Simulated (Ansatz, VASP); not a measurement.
**Two plane-wave programs on Mg5ZnS6**

File INCAR:

```
SYSTEM = Mg5ZnS6
  ALGO = Normal
  EDIFF = 1E-6
  EDIFFG = -0.025
  ENCUT = 600
  GGA = PE
  IBRION = 2
  ISIF = 3
  ISMEAR = 0
  LASPH = .TRUE.
  LCHARG = .FALSE.
  LREAL = .FALSE.
  LWAVE = .FALSE.
  NELM = 60
  NSW = 80
  PREC = Accurate
  SIGMA = 0.1
```

The input KPOINTS:

```
k-points
0
G
  2 3 3
  0 0 0
```

The input POSCAR:

```
Mg5ZnS6
1.0
    0.0841989532      0.0423901606      6.4529490072
    6.7317033810      0.0050239267      0.0905708232
   -3.3615008424      5.9920971544     -0.0057963042
Mg Zn S
5 1 6
Direct
   -0.0039308897      0.0126526588      0.6865293762
   -0.0060924296      0.6785655782      0.9916225947
    0.0262167132      0.2801358421      0.3100612281
    0.4838204675      0.3412525069      0.7014511901
    0.5336618305      0.6743621402      0.3266883877
    0.4966077263     -0.0246317784      0.0001786051
    0.3879160064      0.0047171537      0.6717130537
    0.3711540834      0.6875518098      0.9924204383
    0.3793578536      0.2963401037      0.2945097645
    0.8770271127      0.3499415015      0.6892615747
    0.8767425883      0.0228474426      0.9980501495
    0.8875188774      0.6762650409      0.3375136374
```

Input for Ansatz:

```yaml
crystal:
  lattice:
    - [0.0841989532, 0.0423901606, 6.4529490072]
    - [6.731703381, 0.0050239267, 0.0905708232]
    - [-3.3615008424, 5.9920971544, -0.0057963042]
  atoms:
    - { symbol: Mg, position: [-0.0039308897, 0.0126526588, 0.6865293762] }
    - { symbol: Mg, position: [-0.0060924296, 0.6785655782, 0.9916225947] }
    - { symbol: Mg, position: [0.0262167132, 0.2801358421, 0.3100612281] }
    - { symbol: Mg, position: [0.4838204675, 0.3412525069, 0.7014511901] }
    - { symbol: Mg, position: [0.5336618305, 0.6743621402, 0.3266883877] }
    - { symbol: Zn, position: [0.4966077263, -0.0246317784, 0.0001786051] }
    - { symbol: S, position: [0.3879160064, 0.0047171537, 0.6717130537] }
    - { symbol: S, position: [0.3711540834, 0.6875518098, 0.9924204383] }
    - { symbol: S, position: [0.3793578536, 0.2963401037, 0.2945097645] }
    - { symbol: S, position: [0.8770271127, 0.3499415015, 0.6892615747] }
    - { symbol: S, position: [0.8767425883, 0.0228474426, 0.9980501495] }
    - { symbol: S, position: [0.8875188774, 0.6762650409, 0.3375136374] }
basis:
  ecutwfc: 420
kpoints:
  mp_grid: { grid: [2, 3, 3] }
hamiltonian:
  xc: pbe
scf:
  occupations: { method: gaussian, width: 0.1 }
  lower_state_search: "off"
output:
  forces: true
  stress: true
  eigenvalues: true
relax:
  adjacent_minimum: "off"
  f_tol: 0.025
  max_steps: 60
  cell: { stress_tol: 0.25 }
```

Change from the starting cell: cell x1, atoms moved at random (sigma 0.1 Å) and cell strained at random (1.5 %), then relaxed without symmetry.

Alike in both runs: task relaxation of cell and atoms; functional PBE; k mesh 2 × 3 × 3; occupations gaussian, width 0.1 eV; no spin polarisation.

```csv
,VASP,Ansatz
version,VASP 6.6.1,Ansatz 0.2.0
potentials or method,"VASP PAW PBE potentials, release 64 (Mg, Zn, S), cutoff 600 eV","scalar-relativistic, plane waves, PAW"
valence electrons in the cell,58,98
```

```tsv
	VASP	Ansatz	Ansatz less VASP
gap on the k mesh at the Fermi level, each at its own relaxed structure (eV)	3.14	3.13	-0.002
relaxed volume (Å³/atom)	22.57	22.60	+0.035
relaxed cell length with the largest relative difference (Å)	6.462	6.465	+0.0031
```

VASP's potentials hold 58 valence electrons a cell and Ansatz's 98, so a difference there can come from the potentials and not from the codes.

The k mesh is coarse, so the values compare programs but aren't converged.
